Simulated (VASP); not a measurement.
Runs of VASP 6.6.1 on Sn2Ir. The structure is that of space group Fm-3m (No. 225), or close to it. The cells are those of the table. 

```tsv
cell	gap on the mesh (eV)	pressure (GPa)	largest force (eV/Å)
a = 4.459 Å, angles 60.7°, 3 atoms	none	-1.8	0.13
a = 4.437 Å, angles 61.3°, 3 atoms	none	(a)	0.27
a = 4.527, b = 4.527, c = 4.571 Å, angles 59.7, 59.7, 60.7°, 3 atoms	none	-6.3	-
a = 4.504 Å, angles 59.3°, 3 atoms	none	-1.8	0.12
```

Alike in all rows: task electric field gradients; level LDA; potentials or basis VASP PAW LDA potentials, release 64 (Sn_d, Ir); no spin polarisation; k mesh 10 × 10 × 10; cutoff (eV) 520; smearing fermi-dirac 0.03 eV.

**Question.** Estimate the missing entries.

**Answer.** (a) -1.6.

Caveats: spin-orbit coupling is left out, which moves the levels of the heavy elements; the cell stands under tension (at least some runs).

A k mesh can miss the band edges, and the runs leave out spin-orbit coupling on Ir, Sn.

A gap of «none» marks levels without a gap at the run's occupations.
